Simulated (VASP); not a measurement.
# Cs4Au (Im-3m) in VASP: further runs

The runs below take Cs4Au through single point, with PBE.

Everything below comes from runs of VASP 6.6.1. Logs are shortened: lines on timing, memory, paths and dates and some standing lists are left out, and cuts for length are marked.

**1. The cell of the first run**

Symmetry: Im-3m, No. 229, cubic system. Conventional cell: a = 7.732 Å, b = 7.732 Å, c = 7.732 Å, α = 90.00°, β = 90.00°, γ = 90.00°. Cs (site symmetry -3m) has 2 Au at 3.35 Å and 6 Cs at 3.87 Å within 4.4 Å. Within 4.4 Å of Au (site symmetry m-3m) lie 8 Cs at 3.35 Å.

The cell was generated, and may not be a known phase.

**2. Single point, PBE**

INCAR

```
  PREC = Accurate
  ENCUT = 520
  EDIFF = 1E-6
  ISMEAR = 0
  SIGMA = 0.1
  LREAL = False
  LASPH = True
  NELM = 80
  ALGO = Normal
  ISIF = 2
  LWAVE = False
  LCHARG = False
  GGA = PE
  NBANDS = 32
```

KPOINTS

```
regular mesh
0
Gamma
  4 4 4
```

POSCAR

```
Cs4Au
1.0
   -3.8657604600      3.8657604600      3.8657604600
    3.8657604600     -3.8657604600      3.8657604600
    3.8657604600      3.8657604600     -3.8657604600
Cs Au
4 1
Direct
    0.0000000000      0.0000000000      0.5000000000
    0.5000000000      0.0000000000      0.0000000000
    0.0000000000      0.5000000000      0.0000000000
    0.5000000000      0.5000000000      0.5000000000
    0.0000000000      0.0000000000      0.0000000000
```

Potentials or basis: VASP PAW PBE potentials, release 64 (Cs_sv, Au).

On the command line:

```console
> cat potpaw_PBE.64/Cs_sv/POTCAR potpaw_PBE.64/Au/POTCAR > POTCAR
> mpirun -np 1 vasp_std > vasp.out
```

OUTCAR:

```text
PREC = Accurate
   ENCUT = 520
   EDIFF = 1E-6
   ISMEAR = 0
   LREAL = False
   LASPH = True
   NELM = 80
   ISIF = 2
   GGA = PE

 ion  position               nearest neighbor table
   1  0.000  0.000  0.500-   5 3.35   5 3.35
   2  0.500  0.000  0.000-   5 3.35   5 3.35
   3  0.000  0.500  0.000-   5 3.35   5 3.35
   4  0.500  0.500  0.500-   5 3.35   5 3.35
   5  0.000  0.000  0.000-   1 3.35   2 3.35   3 3.35   4 3.35   1 3.35   3 3.35   2 3.35   4 3.35

  LATTYP: Found a body centered cubic cell.
 ALAT       =     7.7315209200

  Lattice vectors:

 A1 = (  -3.8657604600,   3.8657604600,   3.8657604600)
 A2 = (   3.8657604600,  -3.8657604600,   3.8657604600)
 A3 = (   3.8657604600,   3.8657604600,  -3.8657604600)

Analysis of symmetry for initial positions (statically):
=====================================================================
 Subroutine PRICEL returns:
 Original cell was already a primitive cell.

 Routine SETGRP: Setting up the symmetry group for a
 body centered cubic supercell.

 Subroutine GETGRP returns: Found 48 space group operations
 (whereof 48 operations were pure point group operations)
 out of a pool of 48 trial point group operations.

The static configuration has the point symmetry O_h .

Analysis of symmetry for dynamics (positions and initial velocities):
=====================================================================
 Subroutine PRICEL returns:
 Original cell was already a primitive cell.

 Routine SETGRP: Setting up the symmetry group for a
 body centered cubic supercell.

 Subroutine GETGRP returns: Found 48 space group operations
 (whereof 48 operations were pure point group operations)
 out of a pool of 48 trial point group operations.

The dynamic configuration has the point symmetry O_h .

 Subroutine INISYM returns: Found 48 space group operations
 (whereof 48 operations are pure point group operations),
 and found     1 'primitive' translations

----------------------------------------------------------------------------------------

                                     Primitive cell

  volume of cell :     231.0813

  direct lattice vectors                    reciprocal lattice vectors
[... 73 lines left out ...]
   LASPH  =      T    aspherical Exc in radial PAW
   ENCUT  =  520.0 eV  38.22 Ry    6.18 a.u.  12.45 12.45 12.45*2*pi/ulx,y,z
   NELM   =     80;   NELMIN=  2; NELMDL= -5     # of ELM steps
   EDIFF  = 0.1E-05   stopping-criterion for ELM
   LREAL  =      F    real-space projection
   EDIFFG = 0.1E-04   stopping-criterion for IOM
   NSW    =      0    number of steps for IOM
   IBRION =     -1    ionic relax: 0-MD 1-quasi-New 2-CG
   NFREE  =      0    steps in history (QN), initial steepest desc. (CG)
   ISIF   =      2    stress and relaxation
   ISYM   =      2    0-nonsym 1-usesym 2-fastsym
   POTIM  = 0.5000    time-step for ionic-motion
   TEBEG  =    0.0;   TEEND  =   0.0 temperature during run
   PSTRESS=    0.0 pullay stress
   NELECT =      47.0000    total number of electrons
   NUPDOWN=      -1.0000    fix difference up-down
   EMIN   =  10.00;   EMAX   =-10.00  energy-range for DOS
   EFERMI =   0.00;   METHOD = LEGACY
   ISMEAR =     0;   SIGMA  =   0.10  broadening in eV -4-tet -1-fermi 0-gaus
   EFERMI_NEDOS =   21; number of points for ismear=-14 and -15
   IALGO  =     38    algorithm
   IMIX   =      4    mixing-type and parameters
     AMIX     =   0.40;   BMIX     =  1.00
     AMIX_MAG =   1.60;   BMIX_MAG =  1.00
  volume/ion in A,a.u.               =      46.22       311.88
  Fermi-wavevector in a.u.,A,eV,Ry     =   0.962763  1.819357 12.611399  0.926912
  Thomas-Fermi vector in A             =   2.092250
   LORBIT       =      0    0 simple, 1 ext, 2 COOP (PROOUT), +10 PAW based schemes
   GGA     = PE    functional components
   LHFCALC =     F    Hartree Fock is set to
   AEXX    =    0.0000 exact exchange contribution
   IVDW    =     0    specifies the selected vdW correction
   LEPSILON=     F    determine dielectric tensor
   LRPA    =     F    only Hartree local field effects (RPA)
 non-spin polarized calculation
 Gauss-broadening in eV      SIGMA  =   0.10
  energy-cutoff  :      520.00
  volume of cell :      231.08
 maximum number of plane-waves:      6339
 NGX is ok and might be reduce to    50
   NGX = 25   NGY = 25   NGZ = 25

 number of electron      47.0000013 magnetization

 Free energy of the ion-electron system (eV)
  ---------------------------------------------------
  ext. energy  EPLUGINS =         0.00000000
  ---------------------------------------------------
  free energy    TOTEN  =        -5.43535901 eV

  energy without entropy =       -5.42262591  energy(sigma->0) =       -5.42899246

 E-fermi :   3.5069     XC(G=0):  -8.1003

 val. band max:        3.4428770394   @ k =  -0.2500   0.2500   0.2500
 cond. band min:       3.6245225464   @ k =   0.2500   0.2500   0.0000
 fundamental gap:      0.1816455069
 Fermi energy:         3.5068940644

 k-point     1 :       0.0000    0.0000    0.0000
  band No.  band energies     occupation
      1     -20.2862      2.00000
      2     -20.0059      2.00000
      3     -20.0059      2.00000
      4     -20.0059      2.00000
      5      -7.6404      2.00000
      6      -7.6404      2.00000
[... 269 lines left out ...]
     31       5.3551      0.00000
     32       5.3551      0.00000

------------------------ aborting loop because EDIFF is reached ----------------------------------------

  FORCE on cell =-STRESS in cart. coord.  units (eV):
  Direction    XX          YY          ZZ          XY          YZ          ZX
  --------------------------------------------------------------------------------------
  -------------------------------------------------------------------------------------
  Total        6.7954359      6.7954359      6.7954359     -0.0000000     -0.0000000     -0.0000000
  in kB       47.1154230     47.1154230     47.1154230     -0.0000000     -0.0000000     -0.0000000
  external PRESSURE =      47.1154230 kB  Pullay stress =       0.0000000 kB

 VOLUME and BASIS-vectors are now :
 -----------------------------------------------------------------------------
  energy-cutoff  :      520.00
  volume of cell :      231.08
      direct lattice vectors                 reciprocal lattice vectors
    -3.865760460  3.865760460  3.865760460     0.000000000  0.129340658  0.129340658
     3.865760460 -3.865760460  3.865760460     0.129340658  0.000000000  0.129340658
     3.865760460  3.865760460 -3.865760460     0.129340658  0.129340658  0.000000000

 POSITION                                       TOTAL-FORCE (eV/Angst)
 -----------------------------------------------------------------------------------
      1.93288      1.93288     -1.93288        -0.000000      0.000000     -0.000000
     -1.93288      1.93288      1.93288        -0.000000     -0.000000     -0.000000
      1.93288     -1.93288      1.93288         0.000000     -0.000000      0.000000
      1.93288      1.93288      1.93288         0.000000      0.000000      0.000000
      0.00000      0.00000      0.00000         0.000000     -0.000000      0.000000
 -----------------------------------------------------------------------------------
    total drift:                                0.000000     -0.000000      0.000000

  FREE ENERGIE OF THE ION-ELECTRON SYSTEM (eV)
  ---------------------------------------------------
  free  energy   TOTEN  =        -5.4353590070 eV

  energy  without entropy=       -5.4226259140  energy(sigma->0) =       -5.42899246
```

OSZICAR:

```text
N       E                     dE             d eps       ncg     rms          rms(c)
DAV:   1     0.346263224485E+03    0.34626E+03   -0.18896E+04   512   0.121E+03
DAV:   2     0.245354034726E+02   -0.32173E+03   -0.30981E+03   704   0.226E+02
DAV:   3    -0.539174356050E+01   -0.29927E+02   -0.29507E+02   640   0.731E+01
DAV:   4    -0.588276396114E+01   -0.49102E+00   -0.48981E+00   592   0.106E+01
DAV:   5    -0.589045815302E+01   -0.76942E-02   -0.76902E-02   672   0.122E+00    0.314E+00
DAV:   6    -0.552071922494E+01    0.36974E+00   -0.36572E-01   600   0.255E+00    0.147E+00
DAV:   7    -0.543505700598E+01    0.85662E-01   -0.23375E-01   624   0.203E+00    0.621E-01
DAV:   8    -0.543488909797E+01    0.16791E-03   -0.16421E-02   640   0.419E-01    0.265E-01
DAV:   9    -0.543531837303E+01   -0.42928E-03   -0.10287E-03   608   0.177E-01    0.891E-02
DAV:  10    -0.543535958728E+01   -0.41214E-04   -0.17705E-04   624   0.628E-02    0.221E-02
DAV:  11    -0.543535844876E+01    0.11385E-05   -0.33232E-05   624   0.240E-02    0.885E-03
DAV:  12    -0.543535900703E+01   -0.55827E-06   -0.32643E-06   600   0.806E-03
   1 F= -.54353590E+01 E0= -.54289925E+01  d E =-.127331E-01
```

It took 88 s on 1 thread of Oxide Virtual Turin-like, shared host; peak memory 0.32 GiB.

What came out:

| Property | Result |
| --- | --- |
| Free energy | -5.4354 eV |
| Pressure | 4.7 GPa |
| Band gap on the k mesh | zero (an odd number of electrons rules out a gap without spin polarisation) |

Levels at points of the mesh, in eV from the Fermi level:
```
           k point  band 19  band 20  band 21  band 22  band 23  band 24  band 25  band 26  band 27  band 28
(0.00, 0.00, 0.00)    -4.71    -4.69    -4.69    -4.60    -1.47    -0.51    -0.51     1.42     1.42     2.30
(0.50, 0.00, 0.00)    -4.57    -4.56    -4.25    -3.16    -0.41     0.12     0.23     0.74     1.19     1.65
(0.50, 0.50, 0.50)    -4.24    -4.24    -4.24    -2.18    -0.44    -0.44    -0.44     0.50     0.50     0.50
```

Caveat: the cell stands under pressure; spin-orbit coupling is left out, which moves the levels of the heavy elements.

**3. Single point, PBE**

This run uses another cell than the first one, of 75.18 Å³/atom.

INCAR

```
SYSTEM = Cs4Au
ALGO     = Normal         ! electronic algorithm
EDIFF    = 1E-7           ! SCF threshold, eV
ENCUT    = 520            ! plane-wave cutoff, eV
GGA      = PE             ! functional
ISIF     = 2              ! what is computed and relaxed
ISMEAR   = 0              ! smearing method
LASPH    = .TRUE.         ! aspherical terms in the spheres
LCHARG   = .TRUE.         ! write CHGCAR
LELF     = .TRUE.         ! ELF
LREAL    = .FALSE.        ! projectors in reciprocal space
LVHAR    = .TRUE.       
LWAVE    = .FALSE.        ! write WAVECAR
NBANDS   = 32             ! bands
NELM     = 80             ! most SCF steps
PREC     = Accurate       ! precision mode
SIGMA    = 0.1            ! smearing width, eV
```

KPOINTS

```
k-points
0
G
  4 4 4
  0 0 0
```

POSCAR: that of step 2 with these lines changed.

```diff
@@ -2,5 +2,5 @@
 1.0
-   -3.8657604600      3.8657604600      3.8657604600
-    3.8657604600     -3.8657604600      3.8657604600
-    3.8657604600      3.8657604600     -3.8657604600
+   -4.5465177343      4.5465177343      4.5465177343
+    4.5465177343     -4.5465177343      4.5465177343
+    4.5465177343      4.5465177343     -4.5465177343
 Cs Au
```

Potentials or basis: VASP PAW PBE potentials, release 64 (Cs_sv, Au).

On the command line:

```console
> cat potpaw_PBE.64/Cs_sv/POTCAR potpaw_PBE.64/Au/POTCAR > POTCAR
> mpirun -np 1 vasp_std > vasp.out
```

It took 3.9 min on 1 thread of Oxide Virtual Turin-like, shared host; peak memory 0.47 GiB.

Results (log left out):

| Property | Result |
| --- | --- |
| Free energy | -6.9931 eV |
| Pressure | 0.2 GPa |
| Band gap on the k mesh | zero (an odd number of electrons rules out a gap without spin polarisation) |

Levels at points of the mesh, in eV from the Fermi level:
```tsv
k point	band 21	band 22	band 23	band 24	band 25	band 26	band 27	band 28
(0.00, 0.00, 0.00)	-3.58	-3.56	-1.11	0.20	0.20	1.55	1.55	1.68
(0.50, 0.00, 0.00)	-3.53	-3.08	-0.68	-0.01	0.44	0.77	1.08	1.30
(0.50, 0.50, 0.50)	-3.53	-2.71	-0.29	-0.29	-0.29	0.75	0.75	0.78
```

Caveat: spin-orbit coupling is left out, which moves the levels of the heavy elements.

The gap in the log of VASP goes by the Fermi energy; the results here count the filled bands.